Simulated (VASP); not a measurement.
# ZnSe (F-43m) in VASP: a series of runs, part 2 of 2

VASP 6.6.1.

### 4 Single point, PBEsol

This run uses another cell than the first one, of 20.47 Å³/atom, 1.075 times its volume.

INCAR reads:

```
PREC     = Accurate       # precision mode
ENCUT    = 520            # plane-wave cutoff, eV
EDIFF    = 1E-6           # SCF threshold, eV
ISMEAR   = 0              # smearing method
SIGMA    = 0.01           # smearing width, eV
LREAL    = False          # projectors in reciprocal space
LASPH    = True           # aspherical terms in the spheres
NELM     = 100            # most SCF steps
ALGO     = Normal         # electronic algorithm
ISIF     = 2              # what is computed and relaxed
LWAVE    = False          # write WAVECAR
LCHARG   = False          # write CHGCAR
GGA      = PS             # functional
NBANDS   = 16             # bands
```

KPOINTS reads:

```
Automatic mesh
0
Gamma
  8 8 8
```

POSCAR reads:

```
ZnSe
1.0
    0.0000000000      2.7354171582      2.7354171582
    2.7354171582      0.0000000000      2.7354171582
    2.7354171582      2.7354171582      0.0000000000
Zn Se
1 1
Direct
    0.0000000000      0.0000000000      0.0000000000
    0.7500000000      0.7500000000      0.7500000000
```

Potentials or basis: VASP PAW PBE potentials, release 64 (Zn, Se).

Launch:

```bash
cat potpaw_PBE.64/Zn/POTCAR potpaw_PBE.64/Se/POTCAR > POTCAR
mpirun -np 1 vasp_std > vasp.out
```

OUTCAR:

```text
PREC = Accurate
   ENCUT = 520
   EDIFF = 1E-6
   ISMEAR = 0
   LREAL = False
   LASPH = True
   NELM = 100
   ISIF = 2
   GGA = PS

 ion  position               nearest neighbor table
   1  0.000  0.000  0.000-   2 2.37   2 2.37   2 2.37   2 2.37
   2  0.750  0.750  0.750-   1 2.37   1 2.37   1 2.37   1 2.37

  LATTYP: Found a face centered cubic cell.
 ALAT       =     5.4708343164

  Lattice vectors:

 A1 = (   0.0000000000,   2.7354171582,   2.7354171582)
 A2 = (   2.7354171582,   0.0000000000,   2.7354171582)
 A3 = (   2.7354171582,   2.7354171582,   0.0000000000)

Analysis of symmetry for initial positions (statically):
=====================================================================
 Subroutine PRICEL returns:
 Original cell was already a primitive cell.

 Routine SETGRP: Setting up the symmetry group for a
 face centered cubic supercell.

 Subroutine GETGRP returns: Found 24 space group operations
 (whereof 24 operations were pure point group operations)
 out of a pool of 48 trial point group operations.

The static configuration has the point symmetry T_d .

Analysis of symmetry for dynamics (positions and initial velocities):
=====================================================================
 Subroutine PRICEL returns:
 Original cell was already a primitive cell.

 Routine SETGRP: Setting up the symmetry group for a
 face centered cubic supercell.

 Subroutine GETGRP returns: Found 24 space group operations
 (whereof 24 operations were pure point group operations)
 out of a pool of 48 trial point group operations.

The dynamic configuration has the point symmetry T_d .

 Subroutine INISYM returns: Found 24 space group operations
 (whereof 24 operations are pure point group operations),
 and found     1 'primitive' translations

----------------------------------------------------------------------------------------

                                     Primitive cell

  volume of cell :      40.9356

  direct lattice vectors                    reciprocal lattice vectors
     0.000000000  2.735417158  2.735417158    -0.182787477  0.182787477  0.182787477
     2.735417158  0.000000000  2.735417158     0.182787477 -0.182787477  0.182787477
     2.735417158  2.735417158  0.000000000     0.182787477  0.182787477 -0.182787477

  length of vectors
     3.868464044  3.868464044  3.868464044     0.316597197  0.316597197  0.316597197

  position of ions in fractional coordinates (direct lattice)
     0.000000000  0.000000000  0.000000000
     0.750000000  0.750000000  0.750000000

  ion indices of the primitive-cell ions
   primitive index   ion index
                 1           1
                 2           2

----------------------------------------------------------------------------------------

 KPOINTS: Automatic mesh

Automatic generation of k-mesh.
 Grid dimensions read from file:
 generate k-points for:    8    8    8

 Generating k-lattice:

  Cartesian coordinates                     Fractional coordinates (reciprocal lattice)
    -0.022848435  0.022848435  0.022848435     0.125000000  0.000000000  0.000000000
     0.022848435 -0.022848435  0.022848435     0.000000000  0.125000000  0.000000000
     0.022848435  0.022848435 -0.022848435     0.000000000  0.000000000  0.125000000

  Length of vectors
     0.039574650  0.039574650  0.039574650

  Shift w.r.t. Gamma in fractional coordinates (k-lattice)
     0.000000000  0.000000000  0.000000000

 Subroutine IBZKPT returns following result:
 ===========================================

 Found     29 irreducible k-points:

 Following reciprocal coordinates:
            Coordinates               Weight
  0.000000  0.000000  0.000000      1.000000
  0.125000  0.000000  0.000000      8.000000
  0.250000  0.000000  0.000000      8.000000
  0.375000  0.000000  0.000000      8.000000
  0.500000  0.000000  0.000000      4.000000
  0.125000  0.125000  0.000000      6.000000
[... 16 lines left out ...]
  0.500000  0.250000  0.125000     48.000000
 -0.375000  0.250000  0.125000     24.000000
 [... further k-points ...]
   k-points           NKPTS =     29   k-points in BZ     NKDIM =     29   number of bands    NBANDS=     16
   number of dos      NEDOS =    301   number of ions     NIONS =      2
   total plane-waves  NPLWV =  27000
   dimension x,y,z NGX =    30 NGY =   30 NGZ =   30
   dimension x,y,z NGXF=    60 NGYF=   60 NGZF=   60
   ions per type =               1   1
   NGX,Y,Z   is equivalent  to a cutoff of  12.89, 12.89, 12.89 a.u.
   NGXF,Y,Z  is equivalent  to a cutoff of  25.78, 25.78, 25.78 a.u.
 SYSTEM =  unknown system
   PREC   = accura    normal or accurate (medium, high low for compatibility)
   ISTART =      0    job   : 0-new  1-cont  2-samecut
   ICHARG =      2    charge: 1-file 2-atom 10-const
   ISPIN  =      1    spin polarized calculation?
   LNONCOLLINEAR =      F non collinear calculations
   LSORBIT =      F    spin-orbit coupling
   LASPH  =      T    aspherical Exc in radial PAW
   ENCUT  =  520.0 eV  38.22 Ry    6.18 a.u.   7.19  7.19  7.19*2*pi/ulx,y,z
   NELM   =    100;   NELMIN=  2; NELMDL= -5     # of ELM steps
   EDIFF  = 0.1E-05   stopping-criterion for ELM
   LREAL  =      F    real-space projection
   EDIFFG = 0.1E-04   stopping-criterion for IOM
   NSW    =      0    number of steps for IOM
   IBRION =     -1    ionic relax: 0-MD 1-quasi-New 2-CG
   NFREE  =      0    steps in history (QN), initial steepest desc. (CG)
   ISIF   =      2    stress and relaxation
   ISYM   =      2    0-nonsym 1-usesym 2-fastsym
   POTIM  = 0.5000    time-step for ionic-motion
   TEBEG  =    0.0;   TEEND  =   0.0 temperature during run
   PSTRESS=    0.0 pullay stress
   NELECT =      18.0000    total number of electrons
   NUPDOWN=      -1.0000    fix difference up-down
   EMIN   =  10.00;   EMAX   =-10.00  energy-range for DOS
   EFERMI =   0.00;   METHOD = LEGACY
   ISMEAR =     0;   SIGMA  =   0.01  broadening in eV -4-tet -1-fermi 0-gaus
   EFERMI_NEDOS =   21; number of points for ismear=-14 and -15
   IALGO  =     38    algorithm
   IMIX   =      4    mixing-type and parameters
     AMIX     =   0.40;   BMIX     =  1.00
     AMIX_MAG =   1.60;   BMIX_MAG =  1.00
  volume/ion in A,a.u.               =      20.47       138.12
  Fermi-wavevector in a.u.,A,eV,Ry     =   1.244893  2.352507 21.085753  1.549759
  Thomas-Fermi vector in A             =   2.379140
   LORBIT       =      0    0 simple, 1 ext, 2 COOP (PROOUT), +10 PAW based schemes
   GGA     = PS    functional components
   LHFCALC =     F    Hartree Fock is set to
   AEXX    =    0.0000 exact exchange contribution
   IVDW    =     0    specifies the selected vdW correction
   LEPSILON=     F    determine dielectric tensor
   LRPA    =     F    only Hartree local field effects (RPA)
 non-spin polarized calculation
 Gauss-broadening in eV      SIGMA  =   0.01
  energy-cutoff  :      520.00
  volume of cell :       40.94
 maximum number of plane-waves:      1124
 NGX is ok and might be reduce to    30
   NGX = 15   NGY = 15   NGZ = 15

 number of electron      18.0000003 magnetization

 Free energy of the ion-electron system (eV)
  ---------------------------------------------------
  ext. energy  EPLUGINS =         0.00000000
  ---------------------------------------------------
  free energy    TOTEN  =        -6.68989452 eV

  energy without entropy =       -6.68989452  energy(sigma->0) =       -6.68989452

 E-fermi :   2.5354     XC(G=0): -10.0168

 val. band max:        2.4574572300   @ k =   0.0000   0.0000   0.0000
 cond. band min:       4.0659925245   @ k =   0.0000   0.0000   0.0000
 fundamental gap:      1.6085352945
 Fermi energy:         2.5353713735

 k-point     1 :       0.0000    0.0000    0.0000
  band No.  band energies     occupation
      1     -11.5743      2.00000
      2      -4.5518      2.00000
      3      -4.5518      2.00000
      4      -4.5518      2.00000
      5      -4.0765      2.00000
      6      -4.0765      2.00000
[... 8 lines left out ...]
     15      14.1054      0.00000
     16      14.1054      0.00000

 k-point     2 :       0.1250    0.0000    0.0000
  band No.  band energies     occupation
      1     -11.4509      2.00000
      2      -4.5539      2.00000
      3      -4.5317      2.00000
      4      -4.5317      2.00000
      5      -4.0786      2.00000
      6      -4.0786      2.00000
[... 8 lines left out ...]
     15      13.1856      0.00000
     16      13.4812      0.00000
[... 387 lines left out ...]
      5      -4.0643      2.00000
      6      -4.0103      2.00000
[... 8 lines left out ...]
     15      15.4326      0.00000
     16      16.4722      0.00000

 k-point    24 :      -0.3750    0.2500    0.1250
  band No.  band energies     occupation
      1     -10.4126      2.00000
      2      -4.4362      2.00000
      3      -4.3779      2.00000
      4      -4.1344      2.00000
      5      -4.0701      2.00000
      6      -3.8156      2.00000
[... 8 lines left out ...]
     15      15.4426      0.00000
     16      16.4308      0.00000

 [... further k-points ...]
[... 5 lines left out ...]
  --------------------------------------------------------------------------------------
  -------------------------------------------------------------------------------------
  Total        1.8774881      1.8774881      1.8774881     -0.0000000      0.0000000     -0.0000000
  in kB       73.4830343     73.4830343     73.4830343     -0.0000000      0.0000000     -0.0000000
  external PRESSURE =      73.4830343 kB  Pullay stress =       0.0000000 kB

 VOLUME and BASIS-vectors are now :
 -----------------------------------------------------------------------------
  energy-cutoff  :      520.00
  volume of cell :       40.94
      direct lattice vectors                 reciprocal lattice vectors
     0.000000000  2.735417158  2.735417158    -0.182787477  0.182787477  0.182787477
     2.735417158  0.000000000  2.735417158     0.182787477 -0.182787477  0.182787477
     2.735417158  2.735417158  0.000000000     0.182787477  0.182787477 -0.182787477

 POSITION                                       TOTAL-FORCE (eV/Angst)
 -----------------------------------------------------------------------------------
      0.00000      0.00000      0.00000         0.000000     -0.000000      0.000000
      4.10313      4.10313      4.10313        -0.000000      0.000000     -0.000000
 -----------------------------------------------------------------------------------
    total drift:                               -0.000000     -0.000000     -0.000000

  FREE ENERGIE OF THE ION-ELECTRON SYSTEM (eV)
  ---------------------------------------------------
  free  energy   TOTEN  =        -6.6898945189 eV

  energy  without entropy=       -6.6898945189  energy(sigma->0) =       -6.68989452
```

Wall time 16 s (1 thread of AMD EPYC 7R13, shared host); peak memory 0.17 GiB.

Results:

```
Free energy            : -6.6899 eV
Pressure               : 7.3 GPa
Band gap on the k mesh : 1.61 eV, direct
```

Caveat: the PAW data sets were made with another functional, which shifts forces and pressure a little.

### 5 The runs side by side

| cell | gap on the mesh (eV) | pressure (GPa) |
| --- | --- | --- |
| a = 3.777 Å, angles 60.0°, 2 atoms | 1.93 | 15.5 |
| a = 3.830 Å, angles 60.0°, 2 atoms | 1.74 | 10.5 |
| a = 3.868 Å, angles 60.0°, 2 atoms | 1.61 | 7.3 |

Alike in all rows: task single point; level PBEsol; potentials or basis VASP PAW PBE potentials, release 64 (Zn, Se); no spin polarisation; k mesh 8 × 8 × 8; cutoff (eV) 520; smearing gaussian 0.01 eV.

Caveats: the PAW data sets were made with another functional, which shifts forces and pressure a little.

Total energies depend on the potentials used, so only differences within one code and one set of settings carry meaning.
